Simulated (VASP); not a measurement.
Write the native input for VASP 6.6.1 that does the following.

```yaml
Task: single point
Functional: PBE
Potentials_or_basis: VASP PAW PBE potentials, release 64 (Si)
Cutoff: 520 eV
k_mesh: 10 × 10 × 6
Occupations: gaussian, width 0.03 eV
Spin: no spin polarisation
Dipole_correction: no
Further_INCAR_settings: ALGO = Normal; EDIFF = 1e-07; NBANDS = 26
```

The structure of Si lies in POSCAR:

```
Si
1.0
    7.1118295019     -1.9785855778      0.0527465744
    7.1118295019      1.9785855778      0.0527465744
   -0.7206036348      0.0000000000      6.0244301646
Si
8
Direct
    0.0427491161      0.0685752169      0.8741221558
    0.9314247831      0.9572508839      0.1258778442
    0.5449241994      0.5735363720      0.6536328742
    0.4264636280      0.4550758006      0.3463671258
    0.2489950201      0.1767920981      0.0570686657
    0.8232079019      0.7510049799      0.9429313343
    0.7181434453      0.7359080939      0.5855965457
    0.2640919061      0.2818565547      0.4144034543
```

This cell differs from its parent crystal: atoms displaced along a vibrational mode, the cell strained.

These files were run (other wordings do the same):

INCAR

```
SYSTEM = Si
PREC = Accurate
ENCUT = 520
EDIFF = 1E-7
ISMEAR = 0
SIGMA = 0.03
LREAL = .False.
LASPH = .True.
NELM = 100
ALGO = Normal
ISIF = 2
LWAVE = .False.
LCHARG = .False.
GGA = PE
NBANDS = 26
```

KPOINTS

```
Automatic mesh
0
Gamma
  10 10 6
  0 0 0
```

Potentials or basis: VASP PAW PBE potentials, release 64 (Si).

Command:

```bash
$ cat potpaw_PBE.64/Si/POTCAR > POTCAR
$ mpirun -np 1 vasp_std > vasp.out
```

Results of the run:

```yaml
Pressure: 0.3 GPa
Largest_force: 0.767 eV/Å
Band_gap_on_the_k_mesh: 0.03 eV (least direct gap 0.24 eV)
```

Caveat: the cell differs from its parent crystal (atoms displaced along a vibrational mode, the cell strained); the stress differs along the axes, from -3 to 7 GPa; semilocal functionals underestimate gaps, and a narrow one can read as zero.

Run time: 12 min on 1 thread of AMD EPYC 9R45 96-Core Processor (Zen 5), on a shared host, peak memory 0.69 GiB.
